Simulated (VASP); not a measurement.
## SnPt3: electric field gradients with LDA

The system is SnPt3.

```
Sn Pt
1.0
     3.94594    0.00000    0.00000
     0.00000    3.94594    0.00000
     0.00000    0.00000    3.94594
Sn Pt
1 3
Cartesian
  0.0000 0.0000 0.0000
  0.0000 1.9730 1.9730
  1.9730 0.0000 1.9730
  1.9730 1.9730 0.0000
```

This cell differs from its parent crystal: volume scaled by 0.96.

* Program: VASP 6.6.1
* Task: electric field gradients
* Functional: LDA
* Potentials or basis: VASP PAW LDA potentials, release 64 (Sn_d, Pt)
* Cutoff: 400 eV
* k mesh: 8 × 8 × 8
* Occupations: fermi-dirac, width 0.05 eV
* Spin: no spin polarisation
* Dipole correction: no
* Further INCAR settings: ALGO = Normal; EDIFF = 1e-08; NBANDS = 30

- Pressure: 7.6 GPa
- Band gap on the k mesh: zero (band 22 reaches 12.78 eV, above the bottom of band 23 at 12.28 eV)

Levels at points of the mesh, in eV from the Fermi level:
| k point | band 18 | band 19 | band 20 | band 21 | band 22 | band 23 | band 24 | band 25 | band 26 | band 27 |
| --- | --- | --- | --- | --- | --- | --- | --- | --- | --- | --- |
| (0.00, 0.00, 0.00) | -1.43 | -1.30 | -1.30 | -0.41 | 0.17 | 0.17 | 0.17 | 3.23 | 6.61 | 6.61 |
| (0.50, 0.00, 0.00) | -2.67 | -2.67 | -2.53 | -1.19 | 0.17 | 1.95 | 4.03 | 4.03 | 5.48 | 5.48 |
| (0.50, 0.50, 0.00) | -2.95 | -2.75 | -2.23 | -2.05 | -1.64 | 0.99 | 0.99 | 5.25 | 6.99 | 7.85 |
| (0.50, 0.50, 0.50) | -2.78 | -2.22 | -2.22 | -0.91 | -0.32 | -0.32 | -0.32 | 1.08 | 3.87 | 3.87 |

Electric field gradients, principal values (V/Å²):
| atom | least | middle | greatest (by size) |
| --- | --- | --- | --- |
| 1 Sn | 0.000 | 0.000 | 0.000 |
| 2 Pt | 77.255 | 77.255 | -154.511 |
| 3 Pt | 77.255 | 77.255 | -154.511 |
| 4 Pt | 77.255 | 77.255 | -154.511 |

Run time: 65 s on 1 thread of Intel Xeon 8259CL (shared host), peak memory 0.16 GiB.

Caveat: without QUAD_EFG the Cq values of the log hold for a quadrupole moment of 1 mb, not for the nuclei; spin-orbit coupling is left out, which moves the levels of the heavy elements.
